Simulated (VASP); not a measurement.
# Ag (Cmcm) in VASP: a series of runs

Ag is run at these levels: PBEsol; tasks: single point.

Program: VASP 6.6.1. These are calculated values, not measurements. Logs are shortened: lines on timing, memory, paths and dates and some standing lists are left out, and cuts for length are marked.

## 1. The cell of the first run

It takes space group Cmcm (No. 63, orthorhombic). The conventional cell has a = 4.086 Å, b = 4.086 Å, c = 4.086 Å, α = 90.00°, β = 90.00°, γ = 90.00°. Ag (site symmetry m2m) has 12 Ag at 2.83 to 2.95 Å within 3.7 Å.

## 2. Single point, PBEsol (atoms displaced along a vibrational mode)

Contents of INCAR:

```
PREC = Accurate
ENCUT = 520
EDIFF = 1E-6
ISMEAR = 0
SIGMA = 0.15
LREAL = F
LASPH = T
NELM = 100
ALGO = Fast
ISIF = 2
LWAVE = F
LCHARG = F
GGA = PS
NBANDS = 18
```

Contents of KPOINTS:

```
regular mesh
0
Gamma
  16 16 12
```

Contents of POSCAR:

```
Ag
1.0
    0.0000000000     -2.0431000000     -2.0431000000
    0.0000000000      2.0431000000     -2.0431000000
    4.0862000000      0.0000000000      0.0000000000
Ag
2
Direct
    0.4889873232      0.5110126768      0.5000000000
    0.0110126768     -0.0110126768      0.0000000000
```

Potentials or basis: VASP PAW PBE potentials, release 64 (Ag).

Started as:

```
$ cat potpaw_PBE.64/Ag/POTCAR > POTCAR
$ mpirun -np 1 vasp_std > vasp.out
```

OUTCAR:

```text
PREC = Accurate
   ENCUT = 520
   EDIFF = 1E-6
   ISMEAR = 0
   LREAL = F
   LASPH = T
   NELM = 100
   ISIF = 2
   GGA = PS

 ion  position               nearest neighbor table
   1  0.489  0.511  0.500-   2 2.83   2 2.83   2 2.89   2 2.89   2 2.89   2 2.89   2 2.95   2 2.95

   2  0.011  0.989  0.000-   1 2.83   1 2.83   1 2.89   1 2.89   1 2.89   1 2.89   1 2.95   1 2.95

  LATTYP: Found a simple tetragonal cell.
 ALAT       =     2.8893797293
 C/A-ratio  =     1.4142135624

  Lattice vectors:

 A1 = (   0.0000000000,  -2.0431000000,  -2.0431000000)
 A2 = (   0.0000000000,   2.0431000000,  -2.0431000000)
 A3 = (   4.0862000000,   0.0000000000,   0.0000000000)

Analysis of symmetry for initial positions (statically):
=====================================================================
 Subroutine PRICEL returns:
 Original cell was already a primitive cell.

 Routine SETGRP: Setting up the symmetry group for a
 simple tetragonal supercell.

 Subroutine GETGRP returns: Found  8 space group operations
 (whereof  4 operations were pure point group operations)
 out of a pool of 16 trial point group operations.

The static configuration has the point symmetry C_2v.
 The point group associated with its full space group is D_2h.

Analysis of symmetry for dynamics (positions and initial velocities):
=====================================================================
 Subroutine PRICEL returns:
 Original cell was already a primitive cell.

 Routine SETGRP: Setting up the symmetry group for a
 simple tetragonal supercell.

 Subroutine GETGRP returns: Found  8 space group operations
 (whereof  4 operations were pure point group operations)
 out of a pool of 16 trial point group operations.

The dynamic configuration has the point symmetry C_2v.
 The point group associated with its full space group is D_2h.

 Subroutine INISYM returns: Found  8 space group operations
 (whereof  4 operations are pure point group operations),
 and found     1 'primitive' translations

----------------------------------------------------------------------------------------

                                     Primitive cell

  volume of cell :      34.1137

  direct lattice vectors                    reciprocal lattice vectors
     0.000000000 -2.043100000 -2.043100000     0.000000000 -0.244726151 -0.244726151
     0.000000000  2.043100000 -2.043100000     0.000000000  0.244726151 -0.244726151
     4.086200000  0.000000000  0.000000000     0.244726151  0.000000000  0.000000000

  length of vectors
     2.889379729  2.889379729  4.086200000     0.346095042  0.346095042  0.244726151

  position of ions in fractional coordinates (direct lattice)
     0.488987323  0.511012677  0.500000000
     0.011012677  0.988987323  0.000000000

  ion indices of the primitive-cell ions
   primitive index   ion index
                 1           1
                 2           2

----------------------------------------------------------------------------------------

 KPOINTS: regular mesh

Automatic generation of k-mesh.
 Grid dimensions read from file:
 generate k-points for:   16   16   12

 Generating k-lattice:

  Cartesian coordinates                     Fractional coordinates (reciprocal lattice)
     0.000000000 -0.015295384 -0.015295384     0.062500000  0.000000000  0.000000000
     0.000000000  0.015295384 -0.015295384     0.000000000  0.062500000  0.000000000
     0.020393846  0.000000000  0.000000000     0.000000000  0.000000000  0.083333333

  Length of vectors
     0.021630940  0.021630940  0.020393846

  Shift w.r.t. Gamma in fractional coordinates (k-lattice)
     0.000000000  0.000000000  0.000000000

 Subroutine IBZKPT returns following result:
 ===========================================

 Found    511 irreducible k-points:

 Following reciprocal coordinates:
            Coordinates               Weight
  0.000000  0.000000  0.000000      1.000000
  0.062500  0.000000  0.000000      4.000000
  0.125000  0.000000  0.000000      4.000000
  0.187500  0.000000  0.000000      4.000000
  0.250000  0.000000  0.000000      4.000000
  0.312500  0.000000  0.000000      4.000000
[... 16 lines left out ...]
 -0.062500  0.437500  0.000000      4.000000
  0.500000  0.062500  0.000000      4.000000
 [... further k-points ...]
   k-points           NKPTS =    511   k-points in BZ     NKDIM =    511   number of bands    NBANDS=     18
   number of dos      NEDOS =    301   number of ions     NIONS =      2
   total plane-waves  NPLWV =  17280
   dimension x,y,z NGX =    24 NGY =   24 NGZ =   30
   dimension x,y,z NGXF=    48 NGYF=   48 NGZF=   60
   ions per type =               2
   NGX,Y,Z   is equivalent  to a cutoff of  13.81, 13.81, 12.21 a.u.
   NGXF,Y,Z  is equivalent  to a cutoff of  27.62, 27.62, 24.41 a.u.
 SYSTEM =  unknown system
   PREC   = accura    normal or accurate (medium, high low for compatibility)
   ISTART =      0    job   : 0-new  1-cont  2-samecut
   ICHARG =      2    charge: 1-file 2-atom 10-const
   ISPIN  =      1    spin polarized calculation?
   LNONCOLLINEAR =      F non collinear calculations
   LSORBIT =      F    spin-orbit coupling
   LASPH  =      T    aspherical Exc in radial PAW
   ENCUT  =  520.0 eV  38.22 Ry    6.18 a.u.   5.37  5.37  7.60*2*pi/ulx,y,z
   NELM   =    100;   NELMIN=  2; NELMDL= -5     # of ELM steps
   EDIFF  = 0.1E-05   stopping-criterion for ELM
   LREAL  =      F    real-space projection
   EDIFFG = 0.1E-04   stopping-criterion for IOM
   NSW    =      0    number of steps for IOM
   IBRION =     -1    ionic relax: 0-MD 1-quasi-New 2-CG
   NFREE  =      0    steps in history (QN), initial steepest desc. (CG)
   ISIF   =      2    stress and relaxation
   ISYM   =      2    0-nonsym 1-usesym 2-fastsym
   POTIM  = 0.5000    time-step for ionic-motion
   TEBEG  =    0.0;   TEEND  =   0.0 temperature during run
   PSTRESS=    0.0 pullay stress
   NELECT =      22.0000    total number of electrons
   NUPDOWN=      -1.0000    fix difference up-down
   EMIN   =  10.00;   EMAX   =-10.00  energy-range for DOS
   EFERMI =   0.00;   METHOD = LEGACY
   ISMEAR =     0;   SIGMA  =   0.15  broadening in eV -4-tet -1-fermi 0-gaus
   EFERMI_NEDOS =   21; number of points for ismear=-14 and -15
   IALGO  =     68    algorithm
   IMIX   =      4    mixing-type and parameters
     AMIX     =   0.40;   BMIX     =  1.00
     AMIX_MAG =   1.60;   BMIX_MAG =  1.00
  volume/ion in A,a.u.               =      17.06       115.11
  Fermi-wavevector in a.u.,A,eV,Ry     =   1.414402  2.672832 27.218893  2.000532
  Thomas-Fermi vector in A             =   2.535948
   LORBIT       =      0    0 simple, 1 ext, 2 COOP (PROOUT), +10 PAW based schemes
   GGA     = PS    functional components
   LHFCALC =     F    Hartree Fock is set to
   AEXX    =    0.0000 exact exchange contribution
   IVDW    =     0    specifies the selected vdW correction
   LEPSILON=     F    determine dielectric tensor
   LRPA    =     F    only Hartree local field effects (RPA)
 non-spin polarized calculation
 RMM-DIIS sequential band-by-band and
 Gauss-broadening in eV      SIGMA  =   0.15
  energy-cutoff  :      520.00
  volume of cell :       34.11
 maximum number of plane-waves:       936
 NGX is ok and might be reduce to    24
   NGX = 11   NGY = 11   NGZ = 15

 number of electron      22.0000010 magnetization

 Free energy of the ion-electron system (eV)
  ---------------------------------------------------
  ext. energy  EPLUGINS =         0.00000000
  ---------------------------------------------------
  free energy    TOTEN  =        -6.60538101 eV

  energy without entropy =       -6.59998731  energy(sigma->0) =       -6.60268416

 E-fermi :   8.2286     XC(G=0): -12.4087

 val. band max:        8.2211616398   @ k =   0.3125   0.3125   0.4167
 cond. band min:       8.2685682407   @ k =   0.0000   0.0000   0.1667
 fundamental gap:      0.0474066009
 Fermi energy:         8.2286007178

 k-point     1 :       0.0000    0.0000    0.0000
  band No.  band energies     occupation
      1       0.3991      2.00000
      2       1.8029      2.00000
      3       1.9529      2.00000
      4       3.4443      2.00000
      5       3.4489      2.00000
      6       3.4679      2.00000
[... 10 lines left out ...]
     17      25.3186      0.00000
     18      25.3724      0.00000

 k-point     2 :       0.0625    0.0000    0.0000
  band No.  band energies     occupation
      1       0.4809      2.00000
      2       1.8449      2.00000
      3       1.9935      2.00000
      4       3.4297      2.00000
      5       3.4784      2.00000
      6       3.4789      2.00000
[... 10 lines left out ...]
     17      25.3104      0.00000
     18      26.0464      0.00000

 k-point     3 :       0.1250    0.0000    0.0000
  band No.  band energies     occupation
      1       0.7201      2.00000
      2       1.9476      2.00000
      3       2.1299      2.00000
      4       3.3667      2.00000
      5       3.5349      2.00000
      6       3.5584      2.00000
[... 10 lines left out ...]
     17      25.2261      0.00000
     18      25.7904      0.00000

 k-point     4 :       0.1875    0.0000    0.0000
  band No.  band energies     occupation
      1       1.0968      2.00000
      2       2.0799      2.00000
      3       2.3673      2.00000
      4       3.2744      2.00000
      5       3.6275      2.00000
      6       3.6583      2.00000
[... 375 lines left out ...]
      4       3.1830      2.00000
      5       3.3087      2.00000
      6       3.4188      2.00000
[... 10 lines left out ...]
     17      22.9168      0.00000
     18      24.8429      0.00000

 k-point    23 :      -0.0625    0.4375    0.0000
  band No.  band energies     occupation
      1       2.8291      2.00000
      2       2.8624      2.00000
      3       2.9662      2.00000
      4       3.1761      2.00000
      5       3.2986      2.00000
      6       3.4272      2.00000
[... 10 lines left out ...]
     17      22.9667      0.00000
     18      24.7010      0.00000

 k-point    24 :       0.5000    0.0625    0.0000
  band No.  band energies     occupation
      1       2.9234      2.00000
      2       2.9586      2.00000
      3       2.9944      2.00000
      4       3.0747      2.00000
      5       3.3271      2.00000
      6       3.3553      2.00000
[... 10 lines left out ...]
     17      23.8053      0.00000
     18      23.9271      0.00000

 [... further k-points ...]
[... 5 lines left out ...]
  --------------------------------------------------------------------------------------
  -------------------------------------------------------------------------------------
  Total       -0.5813987     -0.5369482     -0.5917871      0.0000000      0.0000000      0.0000000
  in kB      -27.3058535    -25.2181999    -27.7937541      0.0000000      0.0000000      0.0000000
  external PRESSURE =     -26.7726025 kB  Pullay stress =       0.0000000 kB

 VOLUME and BASIS-vectors are now :
 -----------------------------------------------------------------------------
  energy-cutoff  :      520.00
  volume of cell :       34.11
      direct lattice vectors                 reciprocal lattice vectors
     0.000000000 -2.043100000 -2.043100000     0.000000000 -0.244726151 -0.244726151
     0.000000000  2.043100000 -2.043100000     0.000000000  0.244726151 -0.244726151
     4.086200000  0.000000000  0.000000000     0.244726151  0.000000000  0.000000000

 POSITION                                       TOTAL-FORCE (eV/Angst)
 -----------------------------------------------------------------------------------
      2.04310      0.04500     -2.04310         0.000000     -0.222744      0.000000
      0.00000      1.99810     -2.04310         0.000000      0.222744      0.000000
 -----------------------------------------------------------------------------------
    total drift:                               -0.000000     -0.000000     -0.000000

  FREE ENERGIE OF THE ION-ELECTRON SYSTEM (eV)
  ---------------------------------------------------
  free  energy   TOTEN  =        -6.6053810100 eV

  energy  without entropy=       -6.5999873060  energy(sigma->0) =       -6.60268416
```

Run time: 95 s. Hardware: 1 thread of Intel Xeon 6975P-C (Granite Rapids), shared host; peak memory 0.35 GiB.

Results:

| Property | Result |
| --- | --- |
| Free energy | -6.6054 eV |
| Pressure | -2.7 GPa |
| Largest force | 0.223 eV/Å |
| Band gap on the k mesh | zero (bands 11 and 12 overlap by 9.16 eV) |

Forces in eV/Å, atoms in the order of the input:
```
Ag   0.000 -0.223  0.000
Ag   0.000  0.223  0.000
```

Caveat: the cell differs from its parent crystal (atoms displaced along a vibrational mode); the PAW data sets were made with another functional, which shifts forces and pressure a little.

## 3. Single point, PBEsol (atoms displaced along a vibrational mode)

Contents of INCAR:

```
  PREC = Accurate
  ENCUT = 520
  EDIFF = 1E-6
  ISMEAR = 0
  SIGMA = 0.15
  LREAL = False
  LASPH = True
  NELM = 60
  ALGO = Fast
  ISIF = 2
  LWAVE = False
  LCHARG = False
  GGA = PS
  NBANDS = 18
```

Contents of KPOINTS:

```
Automatic mesh
0
Gamma
  16 16 12
```

Contents of POSCAR:

```
Ag
1.0
    0.0000000000     -2.0431000000     -2.0431000000
    0.0000000000      2.0431000000     -2.0431000000
    4.0862000000      0.0000000000      0.0000000000
Ag
2
Direct
    0.4963291077      0.5036708923      0.5000000000
    0.0036708923     -0.0036708923      0.0000000000
```

Potentials or basis: VASP PAW PBE potentials, release 64 (Ag).

Started as:

```
$ cat potpaw_PBE.64/Ag/POTCAR > POTCAR
$ mpirun -np 1 vasp_std > vasp.out
```

Run time: 88 s. Hardware: 1 thread of Intel Xeon 6975P-C (Granite Rapids), shared host; peak memory 0.34 GiB.

The run converged. Its results:

| Item | Value |
| --- | --- |
| Free energy | -6.6143 eV |
| Pressure | -2.9 GPa |
| Largest force | 0.074 eV/Å |
| Band gap on the k mesh | zero (bands 11 and 12 overlap by 9.25 eV) |

Forces in eV/Å, atoms in the order of the input:
```
Ag   0.000 -0.074  0.000
Ag   0.000  0.074  0.000
```

Stress tensor (GPa, compression positive):
```
-3.12  0.00  0.00
 0.00 -2.75  0.00
 0.00  0.00 -2.77
```

Levels at points of the mesh, in eV from the Fermi level:
```
           k point  band 8  band 9  band 10  band 11  band 12  band 13  band 14  band 15
(0.00, 0.00, 0.00)   -3.72   -2.96    -2.72    -2.72     1.54     6.71    10.60    10.60
(0.50, 0.00, 0.00)   -4.10   -3.76    -3.68    -0.58    -0.53     9.17     9.23     9.33
(0.50, 0.50, 0.00)   -2.72   -2.72    -2.72     1.54     1.54     6.71     6.71    10.60
(0.00, 0.00, 0.50)   -3.89   -3.79    -3.79    -3.35    -3.35    14.59    14.59    14.59
(0.50, 0.00, 0.50)   -2.93   -2.93    -2.93    -0.46    -0.46     3.58     3.58    15.22
(0.50, 0.50, 0.50)   -3.72   -2.72    -2.72     5.90     5.90     5.91     5.91     6.94
```

Caveat: the cell differs from its parent crystal (atoms displaced along a vibrational mode); the PAW data sets were made with another functional, which shifts forces and pressure a little.
